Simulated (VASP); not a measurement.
# InSe in VASP: notebook

Runs on InSe. Level: PBE+D3(BJ). Tasks: single point.

Program: VASP 6.6.1. These are calculated values, not measurements. Logs are shortened: lines on timing, memory, paths and dates and some standing lists are left out, and cuts for length are marked.

## (1) The cell of the first run

The cell holds a slab with vacuum, 4 atoms: a = 4.228 Å, b = 4.228 Å, c = 36.721 Å, α = 90.00°, β = 90.00°, γ = 120.00°.

## (2) Single point, PBE+D3(BJ)

INCAR

```
  PREC = Accurate
  ENCUT = 520
  EDIFF = 1E-6
  ISMEAR = 0
  SIGMA = 0.02
  LREAL = False
  LASPH = True
  NELM = 100
  ALGO = Normal
  ISIF = 2
  LWAVE = False
  LCHARG = True
  LDIPOL = True
  IDIPOL = 3
  DIPOL = 0.5 0.5 0.500
  GGA = PE
  IVDW = 12
  LELF = True
  LVHAR = True
  LVACPOTAV = True
  NBANDS = 27
```

KPOINTS

```
regular mesh
0
Gamma
  9 9 1
```

POSCAR

```
InSe
1.0
    4.2280000000      0.0000000000      0.0000000000
   -2.1140000000      3.6615554072      0.0000000000
    0.0000000000      0.0000000000     36.7211901288
Se In
2 2
Direct
    0.0000000000      0.0000000000      0.4282428102
    0.0000000000      0.0000000000      0.5717294451
    0.6666666667      0.3333333333      0.4627593992
    0.6666666667      0.3333333333      0.5372129085
```

Potentials or basis: VASP PAW PBE potentials, release 64 (Se, In_d).

Command:

```
$ cat potpaw_PBE.64/Se/POTCAR potpaw_PBE.64/In_d/POTCAR > POTCAR
$ mpirun -np 1 vasp_std > vasp.out
```

OUTCAR:

```text
PREC = Accurate
   ENCUT = 520
   EDIFF = 1E-6
   ISMEAR = 0
   LREAL = False
   LASPH = True
   NELM = 100
   ISIF = 2
   GGA = PE
   IVDW = 12
 IVDW          = 12

 ion  position               nearest neighbor table
   1  0.000  0.000  0.428-   3 2.75   3 2.75   3 2.75
   2  0.000  0.000  0.572-   4 2.75   4 2.75   4 2.75
   3  0.667  0.333  0.463-   4 2.73   1 2.75   1 2.75   1 2.75
   4  0.667  0.333  0.537-   3 2.73   2 2.75   2 2.75   2 2.75

  LATTYP: Found a hexagonal cell.
 ALAT       =     4.2280000000
 C/A-ratio  =     8.6852389141

  Lattice vectors:

 A1 = (   4.2280000000,   0.0000000000,   0.0000000000)
 A2 = (  -2.1140000000,   3.6615554072,   0.0000000000)
 A3 = (   0.0000000000,   0.0000000000,  36.7211901288)

Analysis of symmetry for initial positions (statically):
=====================================================================
 Subroutine PRICEL returns:
 Original cell was already a primitive cell.

 Routine SETGRP: Setting up the symmetry group for a
 hexagonal supercell.

 Subroutine GETGRP returns: Found 12 space group operations
 (whereof  6 operations were pure point group operations)
 out of a pool of 24 trial point group operations.

The static configuration has the point symmetry C_3v.
 The point group associated with its full space group is D_3h.

Analysis of symmetry for dynamics (positions and initial velocities):
=====================================================================
 Subroutine PRICEL returns:
 Original cell was already a primitive cell.

 Routine SETGRP: Setting up the symmetry group for a
 hexagonal supercell.

 Subroutine GETGRP returns: Found 12 space group operations
 (whereof  6 operations were pure point group operations)
 out of a pool of 24 trial point group operations.

The dynamic configuration has the point symmetry C_3v.
 The point group associated with its full space group is D_3h.

 Subroutine INISYM returns: Found 12 space group operations
 (whereof  6 operations are pure point group operations),
 and found     1 'primitive' translations

----------------------------------------------------------------------------------------

                                     Primitive cell

  volume of cell :     568.4828

  direct lattice vectors                    reciprocal lattice vectors
     4.228000000  0.000000000  0.000000000     0.236518448  0.136553990  0.000000000
    -2.114000000  3.661555407  0.000000000     0.000000000  0.273107980  0.000000000
     0.000000000  0.000000000 36.721190129     0.000000000  0.000000000  0.027232233

  length of vectors
     4.228000000  4.228000000 36.721190129     0.273107980  0.273107980  0.027232233

  position of ions in fractional coordinates (direct lattice)
     0.000000000  0.000000000  0.428242810
     0.000000000  0.000000000  0.571729445
     0.666666667  0.333333333  0.462759399
     0.666666667  0.333333333  0.537212909

  ion indices of the primitive-cell ions
   primitive index   ion index
                 1           1
                 2           2
                 3           3
                 4           4

----------------------------------------------------------------------------------------

 KPOINTS: regular mesh

Automatic generation of k-mesh.
 Grid dimensions read from file:
 generate k-points for:    9    9    1

 Generating k-lattice:

  Cartesian coordinates                     Fractional coordinates (reciprocal lattice)
     0.026279828  0.015172666  0.000000000     0.111111111 -0.000000000  0.000000000
     0.000000000  0.030345331  0.000000000     0.000000000  0.111111111  0.000000000
     0.000000000  0.000000000  0.027232233     0.000000000  0.000000000  1.000000000

  Length of vectors
     0.030345331  0.030345331  0.027232233

  Shift w.r.t. Gamma in fractional coordinates (k-lattice)
     0.000000000  0.000000000  0.000000000

 Subroutine IBZKPT returns following result:
 ===========================================

 Found     12 irreducible k-points:

 Following reciprocal coordinates:
            Coordinates               Weight
  0.000000  0.000000  0.000000      1.000000
  0.111111 -0.000000  0.000000      6.000000
  0.222222 -0.000000  0.000000      6.000000
  0.333333 -0.000000  0.000000      6.000000
  0.444444 -0.000000  0.000000      6.000000
  0.111111  0.111111  0.000000      6.000000
  0.222222  0.111111  0.000000     12.000000
  0.333333  0.111111  0.000000     12.000000
  0.444444  0.111111  0.000000      6.000000
  0.222222  0.222222  0.000000      6.000000
  0.333333  0.222222  0.000000     12.000000
  0.333333  0.333333  0.000000      2.000000
   k-points           NKPTS =     12   k-points in BZ     NKDIM =     12   number of bands    NBANDS=     27
   number of dos      NEDOS =    301   number of ions     NIONS =      4
   total plane-waves  NPLWV = 286720
   dimension x,y,z NGX =    32 NGY =   32 NGZ =  280
   dimension x,y,z NGXF=    64 NGYF=   64 NGZF=  560
   ions per type =               2   2
   NGX,Y,Z   is equivalent  to a cutoff of  12.58, 12.58, 12.68 a.u.
   NGXF,Y,Z  is equivalent  to a cutoff of  25.16, 25.16, 25.35 a.u.
 SYSTEM =  unknown system
   PREC   = accura    normal or accurate (medium, high low for compatibility)
   ISTART =      0    job   : 0-new  1-cont  2-samecut
   ICHARG =      2    charge: 1-file 2-atom 10-const
   ISPIN  =      1    spin polarized calculation?
   LNONCOLLINEAR =      F non collinear calculations
   LSORBIT =      F    spin-orbit coupling
   LASPH  =      T    aspherical Exc in radial PAW
   ENCUT  =  520.0 eV  38.22 Ry    6.18 a.u.   7.86  7.86 68.28*2*pi/ulx,y,z
   NELM   =    100;   NELMIN=  2; NELMDL= -5     # of ELM steps
   EDIFF  = 0.1E-05   stopping-criterion for ELM
   LREAL  =      F    real-space projection
   EDIFFG = 0.1E-04   stopping-criterion for IOM
   NSW    =      0    number of steps for IOM
   IBRION =     -1    ionic relax: 0-MD 1-quasi-New 2-CG
   NFREE  =      0    steps in history (QN), initial steepest desc. (CG)
   ISIF   =      2    stress and relaxation
   ISYM   =      2    0-nonsym 1-usesym 2-fastsym
   POTIM  = 0.5000    time-step for ionic-motion
   TEBEG  =    0.0;   TEEND  =   0.0 temperature during run
   PSTRESS=    0.0 pullay stress
   NELECT =      38.0000    total number of electrons
   NUPDOWN=      -1.0000    fix difference up-down
   EMIN   =  10.00;   EMAX   =-10.00  energy-range for DOS
   EFERMI =   0.00;   METHOD = LEGACY
   ISMEAR =     0;   SIGMA  =   0.02  broadening in eV -4-tet -1-fermi 0-gaus
   EFERMI_NEDOS =   21; number of points for ismear=-14 and -15
   IALGO  =     38    algorithm
   IMIX   =      4    mixing-type and parameters
     AMIX     =   0.40;   BMIX     =  1.00
     AMIX_MAG =   1.60;   BMIX_MAG =  1.00
  volume/ion in A,a.u.               =     142.12       959.08
  Fermi-wavevector in a.u.,A,eV,Ry     =   0.664401  1.255536  6.006001  0.441429
  Thomas-Fermi vector in A             =   1.738077
   LORBIT       =      0    0 simple, 1 ext, 2 COOP (PROOUT), +10 PAW based schemes
   GGA     = PE    functional components
   LHFCALC =     F    Hartree Fock is set to
   AEXX    =    0.0000 exact exchange contribution
   IVDW    =    12    specifies the selected vdW correction
   LEPSILON=     F    determine dielectric tensor
   LRPA    =     F    only Hartree local field effects (RPA)
 non-spin polarized calculation
 Gauss-broadening in eV      SIGMA  =   0.02
  energy-cutoff  :      520.00
  volume of cell :      568.48
 maximum number of plane-waves:     15390
 NGX is ok and might be reduce to    32
   NGX = 15   NGY = 15   NGZ =137

 dipolmoment           0.000000      0.000000      0.000000 electrons x Angstroem

 number of electron      38.0000010 magnetization

 dipolmoment           0.000000      0.000000     -0.000011 electrons x Angstroem

 Free energy of the ion-electron system (eV)
  ---------------------------------------------------
  ext. energy  EPLUGINS =         0.00000000
  ---------------------------------------------------
  free energy    TOTEN  =       -14.10465660 eV

  energy without entropy =      -14.10465660  energy(sigma->0) =      -14.10465660

 E-fermi :  -3.8725     XC(G=0):  -2.2033

 val. band max:       -3.9943340826   @ k =   0.1111  -0.0000   0.0000
 cond. band min:      -2.9411101877   @ k =   0.0000   0.0000   0.0000
 fundamental gap:      1.0532238949
 Fermi energy:        -3.8724740052

 k-point     1 :       0.0000    0.0000    0.0000
  band No.  band energies     occupation
      1     -18.2293      2.00000
      2     -17.9978      2.00000
      3     -17.9978      2.00000
      4     -17.8951      2.00000
      5     -17.8951      2.00000
      6     -17.8716      2.00000
[... 19 lines left out ...]
     26       1.8243      0.00000
     27       1.8244      0.00000

 k-point     2 :       0.1111   -0.0000    0.0000
  band No.  band energies     occupation
      1     -18.2267      2.00000
      2     -18.0178      2.00000
      3     -17.9982      2.00000
      4     -17.9001      2.00000
      5     -17.8930      2.00000
      6     -17.8895      2.00000
[... 19 lines left out ...]
     26       1.8099      0.00000
     27       2.0547      0.00000

 k-point     3 :       0.2222   -0.0000    0.0000
  band No.  band energies     occupation
      1     -18.2204      2.00000
      2     -18.0667      2.00000
      3     -17.9996      2.00000
      4     -17.9444      2.00000
      5     -17.9095      2.00000
      6     -17.8752      2.00000
[... 234 lines left out ...]
      1     -18.2009      2.00000
      2     -18.1575      2.00000
      3     -18.0333      2.00000
      4     -18.0130      2.00000
      5     -17.9111      2.00000
      6     -17.8578      2.00000
[... 19 lines left out ...]
     26       3.3387      0.00000
     27       3.5433      0.00000

 k-point    12 :       0.3333    0.3333    0.0000
  band No.  band energies     occupation
      1     -18.1955      2.00000
      2     -18.1658      2.00000
      3     -18.0385      2.00000
      4     -18.0166      2.00000
      5     -17.9069      2.00000
      6     -17.8613      2.00000
[... 19 lines left out ...]
     26       3.0523      0.00000
     27       3.7918      0.00000

------------------------ aborting loop because EDIFF is reached ----------------------------------------

 vacuum level on the upper side and lower side of the slab       (xc-potential included)        -0.117        -0.117

 Edisp (eV)   -0.80615

 E8    (eV) :    -0.3889

  FORCE on cell =-STRESS in cart. coord.  units (eV):
  Direction    XX          YY          ZZ          XY          YZ          ZX
  --------------------------------------------------------------------------------------
  -------------------------------------------------------------------------------------
  Total      -3.58645    -3.58645    -0.00653     0.00000     0.00000     0.00000
  in kB     -10.10784   -10.10784    -0.01840     0.00000     0.00000     0.00000
  external pressure =       -6.74 kB  Pullay stress =        0.00 kB

 VOLUME and BASIS-vectors are now :
 -----------------------------------------------------------------------------
  energy-cutoff  :      520.00
  volume of cell :      568.48
      direct lattice vectors                 reciprocal lattice vectors
     4.228000000  0.000000000  0.000000000     0.236518448  0.136553990  0.000000000
    -2.114000000  3.661555407  0.000000000     0.000000000  0.273107980  0.000000000
     0.000000000  0.000000000 36.721190129     0.000000000  0.000000000  0.027232233

 POSITION                                       TOTAL-FORCE (eV/Angst)
 -----------------------------------------------------------------------------------
      0.00000      0.00000     15.72559        -0.000000      0.000000      0.417702
      0.00000      0.00000     20.99459        -0.000000      0.000000     -0.417702
      2.11400      1.22052     16.99308        -0.000000      0.000000     -0.810780
      2.11400      1.22052     19.72710         0.000000      0.000000      0.810780
 -----------------------------------------------------------------------------------
    total drift:                               -0.000000      0.000000     -0.001367

  FREE ENERGIE OF THE ION-ELECTRON SYSTEM (eV)
  ---------------------------------------------------
  free  energy   TOTEN  =       -14.9108059212 eV

  energy  without entropy=      -14.9108059212  energy(sigma->0) =      -14.91080592

 vacuum level on the upper side and lower side of the slab         1.945         1.946
```

Wall time 3.2 min (1 thread of AMD EPYC 9R45 (Zen 5), shared host); peak memory 0.64 GiB.

What came out:

| Quantity | Value |
| --- | --- |
| Free energy | -14.9108 eV |
| Largest force | 0.811 eV/Å |
| Band gap on the k mesh | 1.05 eV (least direct gap 1.12 eV) |
| Dispersion energy per atom | -0.202 eV |
| Ionisation potential of the upper face | 5.94 eV |

Forces on the atoms (eV/Å):
```
Se   0.000  0.000  0.418
Se   0.000  0.000 -0.418
In   0.000  0.000 -0.811
In   0.000  0.000  0.811
```

Caveat: spin-orbit coupling is left out, which moves the levels of the heavy elements.

## (3) Single point, PBE+D3(BJ)

INCAR

```
SYSTEM = InSe
ALGO = Normal
DIPOL = 0.5 0.5 0.500
EDIFF = 1E-6
ENCUT = 520
GGA = PE
IDIPOL = 3
ISIF = 2
ISMEAR = 0
IVDW = 12
LASPH = .TRUE.
LCHARG = .FALSE.
LDIPOL = .TRUE.
LREAL = .FALSE.
LWAVE = .FALSE.
NBANDS = 27
NELM = 60
PREC = Accurate
SIGMA = 0.02
```

KPOINTS

```
k-points
0
G
  9 9 1
  0 0 0
```

POSCAR

```
InSe
1.0
    4.2280000000      0.0000000000      0.0000000000
   -2.1140000000      3.6615554072      0.0000000000
    0.0000000000      0.0000000000     36.7211901288
Se In
2 2
Direct
    0.0000000000      0.0000000000      0.4218840838
    0.0000000000      0.0000000000      0.5780881714
    0.6666666667      0.3333333333      0.4594599339
    0.6666666667      0.3333333333      0.5405123784
```

Potentials or basis: VASP PAW PBE potentials, release 64 (Se, In_d).

Command:

```
$ cat potpaw_PBE.64/Se/POTCAR potpaw_PBE.64/In_d/POTCAR > POTCAR
$ mpirun -np 1 vasp_std > vasp.out
```

Run time: 3.3 min. Hardware: 1 thread of AMD EPYC 9R45 (Zen 5), shared host; peak memory 0.63 GiB.

The run converged. Its results:

- Free energy: -14.7045 eV
- Largest force: 0.995 eV/Å
- Band gap on the k mesh: 1.19 eV (least direct gap 1.23 eV)
- Dispersion energy per atom: -0.191 eV

Forces in eV/Å, atoms in the order of the input:
```
Se   0.000  0.000  0.995
Se   0.000  0.000 -0.995
In   0.000  0.000 -0.373
In   0.000  0.000  0.373
```

Levels at points of the mesh, in eV from the valence-band top:
| k point | band 17 | band 18 | band 19 | band 20 | band 21 | band 22 |
| --- | --- | --- | --- | --- | --- | --- |
| (0.00, 0.00, 0.00) | -0.34 | -0.34 | -0.04 | 1.19 | 2.49 | 4.78 |

Caveat: spin-orbit coupling is left out, which moves the levels of the heavy elements.
